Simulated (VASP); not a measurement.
# FeO in VASP: further runs

The runs below take FeO through single point, with PBEsol.

Everything below comes from runs of VASP 6.6.1. Logs are shortened: lines on timing, memory, paths and dates and some standing lists are left out, and cuts for length are marked.

**1. The cell of the first run**

The structure is trigonal, space group R3m (No. 160). The conventional cell has a = 3.035 Å, b = 3.035 Å, c = 7.547 Å, α = 90.00°, β = 90.00°, γ = 120.00°. Within 2.6 Å of Fe (site symmetry 3m) lie 6 O at 1.93 to 2.45 Å. O (site symmetry 3m) has 6 Fe at 1.93 to 2.45 Å within 2.6 Å.

**2. Single point, PBEsol, collinear spin, ferromagnetic start (atom 2 (O) moved by (+0.000, -0.450) A along y and z)**

The input, INCAR:

```
PREC = Accurate
ENCUT = 520
EDIFF = 1E-7
ISMEAR = 0
SIGMA = 0.15
LREAL = False
LASPH = True
NELM = 150
ALGO = Normal
ISIF = 2
LWAVE = False
LCHARG = False
ISPIN = 2
MAGMOM = 3.79 0.36
LORBIT = 11
LMAXMIX = 4
GGA = PS
NBANDS = 18
```

The input, KPOINTS:

```
regular mesh
0
Gamma
  18 18 18
```

The input, POSCAR:

```
FeO
1.0
    1.5176813758      0.8762337509      2.5157933572
   -1.5176813758      0.8762337509      2.5157933572
    0.0000000000     -1.7524675018      2.5157933572
Fe O
1 1
Direct
    0.0000000000      0.0000000000      0.0000000000
    0.4403766611      0.4403766611      0.4403766611
```

Potentials or basis: VASP PAW PBE potentials, release 64 (Fe, O).

Command:

```
$ cat potpaw_PBE.64/Fe/POTCAR potpaw_PBE.64/O/POTCAR > POTCAR
$ mpirun -np 1 vasp_std > vasp.out
```

OUTCAR:

```text
PREC = Accurate
   ENCUT = 520
   EDIFF = 1E-7
   ISMEAR = 0
   LREAL = False
   LASPH = True
   NELM = 150
   ISIF = 2
   ISPIN = 2
   LORBIT = 11
   GGA = PS

 ion  position               nearest neighbor table
   1  0.000  0.000  0.000-   2 1.93   2 1.93   2 1.93   2 2.45   2 2.45   2 2.45
   2  0.440  0.440  0.440-   1 1.93   1 1.93   1 1.93   1 2.45   1 2.45   1 2.45

  LATTYP: Found a trigonal (rhomboedric) cell.
 ALAT       =     3.0660004176
 COS(alpha) =     0.5099427870

  Lattice vectors:

 A1 = (   1.5176813758,   0.8762337509,   2.5157933572)
 A2 = (  -1.5176813758,   0.8762337509,   2.5157933572)
 A3 = (   0.0000000000,  -1.7524675018,   2.5157933572)

Analysis of symmetry for initial positions (statically):
=====================================================================
 Subroutine PRICEL returns:
 Original cell was already a primitive cell.

 Routine SETGRP: Setting up the symmetry group for a
 trigonal (rhombohedral) supercell.

 Subroutine GETGRP returns: Found  6 space group operations
 (whereof  6 operations were pure point group operations)
 out of a pool of 12 trial point group operations.

The static configuration has the point symmetry C_3v.

Analysis of symmetry for dynamics (positions and initial velocities):
=====================================================================
 Subroutine PRICEL returns:
 Original cell was already a primitive cell.

 Routine SETGRP: Setting up the symmetry group for a
 trigonal (rhombohedral) supercell.

 Subroutine GETGRP returns: Found  6 space group operations
 (whereof  6 operations were pure point group operations)
 out of a pool of 12 trial point group operations.

The dynamic configuration has the point symmetry C_3v.

Analysis of structural, dynamic, and magnetic symmetry:
=====================================================================
 Subroutine PRICEL returns:
 Original cell was already a primitive cell.

 Routine SETGRP: Setting up the symmetry group for a
 trigonal (rhombohedral) supercell.

 Subroutine GETGRP returns: Found  6 space group operations
 (whereof  6 operations were pure point group operations)
 out of a pool of 12 trial point group operations.

The overall configuration has the point symmetry C_3v.

 Subroutine INISYM returns: Found  6 space group operations
 (whereof  6 operations are pure point group operations),
 and found     1 'primitive' translations

----------------------------------------------------------------------------------------

                                     Primitive cell

  volume of cell :      20.0737

  direct lattice vectors                    reciprocal lattice vectors
     1.517681376  0.876233751  2.515793357     0.329449915  0.190207997  0.132496309
    -1.517681376  0.876233751  2.515793357    -0.329449915  0.190207997  0.132496309
     0.000000000 -1.752467502  2.515793357     0.000000000 -0.380415994  0.132496309

  length of vectors
     3.066000418  3.066000418  3.066000418     0.402829493  0.402829493  0.402829493

  position of ions in fractional coordinates (direct lattice)
     0.000000000  0.000000000  0.000000000
     0.440376661  0.440376661  0.440376661

  ion indices of the primitive-cell ions
   primitive index   ion index
                 1           1
                 2           2

----------------------------------------------------------------------------------------

 KPOINTS: regular mesh

Automatic generation of k-mesh.
 Grid dimensions read from file:
 generate k-points for:   18   18   18

 Generating k-lattice:

  Cartesian coordinates                     Fractional coordinates (reciprocal lattice)
     0.018302773  0.010567111  0.007360906     0.055555556  0.000000000  0.000000000
    -0.018302773  0.010567111  0.007360906     0.000000000  0.055555556  0.000000000
     0.000000000 -0.021134222  0.007360906     0.000000000  0.000000000  0.055555556

  Length of vectors
     0.022379416  0.022379416  0.022379416

  Shift w.r.t. Gamma in fractional coordinates (k-lattice)
     0.000000000  0.000000000  0.000000000

 Subroutine IBZKPT returns following result:
 ===========================================

 Found    580 irreducible k-points:

 Following reciprocal coordinates:
            Coordinates               Weight
  0.000000  0.000000  0.000000      1.000000
  0.055556 -0.000000 -0.000000      6.000000
  0.111111 -0.000000 -0.000000      6.000000
  0.166667 -0.000000  0.000000      6.000000
  0.222222 -0.000000 -0.000000      6.000000
  0.277778 -0.000000  0.000000      6.000000
[... 16 lines left out ...]
 -0.277778  0.055556  0.000000     12.000000
 -0.222222  0.055556  0.000000     12.000000
 [... further k-points ...]
   k-points           NKPTS =    580   k-points in BZ     NKDIM =    580   number of bands    NBANDS=     18
   number of dos      NEDOS =    301   number of ions     NIONS =      2
   total plane-waves  NPLWV =  13824
   dimension x,y,z NGX =    24 NGY =   24 NGZ =   24
   dimension x,y,z NGXF=    48 NGYF=   48 NGZF=   48
   ions per type =               1   1
   NGX,Y,Z   is equivalent  to a cutoff of  13.01, 13.01, 13.01 a.u.
   NGXF,Y,Z  is equivalent  to a cutoff of  26.03, 26.03, 26.03 a.u.
 SYSTEM =  unknown system
   PREC   = accura    normal or accurate (medium, high low for compatibility)
   ISTART =      0    job   : 0-new  1-cont  2-samecut
   ICHARG =      2    charge: 1-file 2-atom 10-const
   ISPIN  =      2    spin polarized calculation?
   LNONCOLLINEAR =      F non collinear calculations
   LSORBIT =      F    spin-orbit coupling
   LASPH  =      T    aspherical Exc in radial PAW
   ENCUT  =  520.0 eV  38.22 Ry    6.18 a.u.   5.70  5.70  5.70*2*pi/ulx,y,z
   NELM   =    150;   NELMIN=  2; NELMDL= -5     # of ELM steps
   EDIFF  = 0.1E-06   stopping-criterion for ELM
   LREAL  =      F    real-space projection
   EDIFFG = 0.1E-05   stopping-criterion for IOM
   NSW    =      0    number of steps for IOM
   IBRION =     -1    ionic relax: 0-MD 1-quasi-New 2-CG
   NFREE  =      0    steps in history (QN), initial steepest desc. (CG)
   ISIF   =      2    stress and relaxation
   ISYM   =      2    0-nonsym 1-usesym 2-fastsym
   POTIM  = 0.5000    time-step for ionic-motion
   TEBEG  =    0.0;   TEEND  =   0.0 temperature during run
   PSTRESS=    0.0 pullay stress
   NELECT =      14.0000    total number of electrons
   NUPDOWN=      -1.0000    fix difference up-down
   EMIN   =  10.00;   EMAX   =-10.00  energy-range for DOS
   EFERMI =   0.00;   METHOD = LEGACY
   ISMEAR =     0;   SIGMA  =   0.15  broadening in eV -4-tet -1-fermi 0-gaus
   EFERMI_NEDOS =   21; number of points for ismear=-14 and -15
   IALGO  =     38    algorithm
   IMIX   =      4    mixing-type and parameters
     AMIX     =   0.40;   BMIX     =  1.00
     AMIX_MAG =   1.60;   BMIX_MAG =  1.00
  volume/ion in A,a.u.               =      10.04        67.73
  Fermi-wavevector in a.u.,A,eV,Ry     =   1.451806  2.743515 28.677551  2.107741
  Thomas-Fermi vector in A             =   2.569261
   LORBIT       =     11    0 simple, 1 ext, 2 COOP (PROOUT), +10 PAW based schemes
   GGA     = PS    functional components
   LHFCALC =     F    Hartree Fock is set to
   AEXX    =    0.0000 exact exchange contribution
   IVDW    =     0    specifies the selected vdW correction
   LEPSILON=     F    determine dielectric tensor
   LRPA    =     F    only Hartree local field effects (RPA)
 spin polarized calculation
 Gauss-broadening in eV      SIGMA  =   0.15
  energy-cutoff  :      520.00
  volume of cell :       20.07
 maximum number of plane-waves:       556
   NGX = 11   NGY = 11   NGZ = 11

 number of electron      14.0000001 magnetization       3.9299169

 Free energy of the ion-electron system (eV)
  ---------------------------------------------------
  ext. energy  EPLUGINS =         0.00000000
  ---------------------------------------------------
  free energy    TOTEN  =       -15.55135354 eV

  energy without entropy =      -15.53545199  energy(sigma->0) =      -15.54340277

 E-fermi :   5.9791     XC(G=0): -12.3366

 val. band max:        5.9776124681   @ k =  -0.3333   0.5000   0.2778
 cond. band min:       5.9799203781   @ k =  -0.2222   0.4444   0.2222
 fundamental gap:      0.0023079101
 Fermi energy:         5.9791181601

 spin component 1

 k-point     1 :       0.0000    0.0000    0.0000
  band No.  band energies     occupation
      1     -14.9077      1.00000
      2       0.0212      1.00000
      3       0.0212      1.00000
      4       0.4623      1.00000
      5       2.3562      1.00000
      6       2.3562      1.00000
[... 10 lines left out ...]
     17      27.1223      0.00000
     18      28.7561      0.00000

 k-point     2 :       0.0556   -0.0000   -0.0000
  band No.  band energies     occupation
      1     -14.8786      1.00000
      2      -0.1581      1.00000
      3       0.0037      1.00000
      4       0.5640      1.00000
      5       2.3466      1.00000
      6       2.3482      1.00000
[... 10 lines left out ...]
     17      27.5410      0.00000
     18      29.4653      0.00000

 k-point     3 :       0.1111   -0.0000   -0.0000
  band No.  band energies     occupation
      1     -14.7938      1.00000
      2      -0.5219      1.00000
      3      -0.0504      1.00000
      4       0.7067      1.00000
      5       2.3098      1.00000
      6       2.3399      1.00000
[... 412 lines left out ...]
 k-point    23 :      -0.2778    0.0556    0.0000
  band No.  band energies     occupation
      1     -14.2305      1.00000
      2      -1.9808      1.00000
      3      -0.4187      1.00000
      4       0.4853      1.00000
      5       2.2937      1.00000
      6       2.6654      1.00000
[... 10 lines left out ...]
     17      31.4751      0.00000
     18      33.5865      0.00000

 k-point    24 :      -0.2222    0.0556    0.0000
  band No.  band energies     occupation
      1     -14.4137      1.00000
      2      -1.5748      1.00000
      3      -0.2760      1.00000
      4       0.6771      1.00000
      5       2.1793      1.00000
      6       2.5211      1.00000
[... 10 lines left out ...]
     17      30.7683      0.00000
     18      33.2196      0.00000

 [... further k-points ...]

 spin component 2

 k-point     1 :       0.0000    0.0000    0.0000
  band No.  band energies     occupation
      1     -14.3259      1.00000
      2       1.3588      1.00000
      3       1.3588      1.00000
      4       1.7986      1.00000
      5       5.5809      0.99991
      6       5.5809      0.99991
[... 10 lines left out ...]
     17      28.5652      0.00000
     18      29.6823      0.00000

 k-point     2 :       0.0556   -0.0000   -0.0000
  band No.  band energies     occupation
      1     -14.2963      1.00000
      2       1.1459      1.00000
      3       1.3382      1.00000
      4       1.8779      1.00000
      5       5.5497      0.99997
      6       5.5730      0.99994
[... 10 lines left out ...]
     17      28.8193      0.00000
     18      30.5227      0.00000

 k-point     3 :       0.1111   -0.0000   -0.0000
  band No.  band energies     occupation
      1     -14.2104      1.00000
      2       0.7042      1.00000
      3       1.2777      1.00000
      4       1.9520      1.00000
      5       5.4613      1.00000
      6       5.5669      0.99995
[... 412 lines left out ...]
 k-point    23 :      -0.2778    0.0556    0.0000
  band No.  band energies     occupation
      1     -13.6376      1.00000
      2      -1.0583      1.00000
      3       0.8886      1.00000
      4       1.6698      1.00000
      5       5.3017      1.00000
      6       5.9459      0.62310
[... 10 lines left out ...]
     17      32.2876      0.00000
     18      34.4878      0.00000

 k-point    24 :      -0.2222    0.0556    0.0000
  band No.  band energies     occupation
      1     -13.8241      1.00000
      2      -0.5741      1.00000
      3       1.0228      1.00000
      4       1.8164      1.00000
      5       5.2262      1.00000
      6       5.7821      0.96839
[... 10 lines left out ...]
     17      31.6601      0.00000
     18      34.2465      0.00000

 [... further k-points ...]

------------------------ aborting loop because EDIFF is reached ----------------------------------------

  FORCE on cell =-STRESS in cart. coord.  units (eV):
  Direction    XX          YY          ZZ          XY          YZ          ZX
  --------------------------------------------------------------------------------------
  -------------------------------------------------------------------------------------
  Total        1.4208747      1.4208747     -0.2655079      0.0000000      0.0000000      0.0000000
  in kB      113.4069213    113.4069213    -21.1914798      0.0000000      0.0000000      0.0000000
  external PRESSURE =      68.5407876 kB  Pullay stress =       0.0000000 kB

 VOLUME and BASIS-vectors are now :
 -----------------------------------------------------------------------------
  energy-cutoff  :      520.00
  volume of cell :       20.07
      direct lattice vectors                 reciprocal lattice vectors
     1.517681376  0.876233751  2.515793357     0.329449915  0.190207997  0.132496309
    -1.517681376  0.876233751  2.515793357    -0.329449915  0.190207997  0.132496309
     0.000000000 -1.752467502  2.515793357     0.000000000 -0.380415994  0.132496309

 POSITION                                       TOTAL-FORCE (eV/Angst)
 -----------------------------------------------------------------------------------
      0.00000      0.00000      0.00000         0.000000      0.000000     -1.293679
      0.00000      0.00000      3.32369         0.000000     -0.000000      1.293679
 -----------------------------------------------------------------------------------
    total drift:                               -0.000000     -0.000000     -0.000098

  FREE ENERGIE OF THE ION-ELECTRON SYSTEM (eV)
  ---------------------------------------------------
  free  energy   TOTEN  =       -15.5513535422 eV

  energy  without entropy=      -15.5354519919  energy(sigma->0) =      -15.54340277

 total charge

# of ion       s       p       d       tot
------------------------------------------
    1        0.338   0.450   6.170   6.958
    2        1.555   3.447   0.000   5.002
--------------------------------------------------
tot          1.893   3.897   6.170  11.960

 magnetization (x)

# of ion       s       p       d       tot
------------------------------------------
    1        0.028   0.047   3.430   3.505
    2        0.028   0.277   0.000   0.306
--------------------------------------------------
tot          0.056   0.324   3.430   3.810
```

Wall time 6.1 min (1 thread of Intel Xeon Platinum 8259CL at 2.50GHz (Skylake/Cascade Lake), shared host); peak memory 0.41 GiB.

Results:

```yaml
Free_energy: -15.5514 eV
Pressure: 6.9 GPa
Largest_force: 1.294 eV/Å
Net_moment: 3.93 μB per cell
Site_moments: Fe +3.50; O +0.31 μB
Valence_electrons_inside_the_program's_atomic_spheres: Fe 6.96; O 5.00
```

Forces on the atoms (eV/Å):
```
Fe   0.000  0.000 -1.294
O    0.000  0.000  1.294
```

Caveat: the cell differs from its parent crystal (atom 2 (O) moved by (+0.000, -0.450) A along y and z); the cell stands under pressure; the PAW data sets were made with another functional, which shifts forces and pressure a little; a cell with one magnetic atom can't hold antiferromagnetic order, which such compounds often take; semilocal functionals often make such compounds metallic where correlation or magnetic order opens a gap, which also shifts bond lengths.

(Continued in part 2 of 2.)
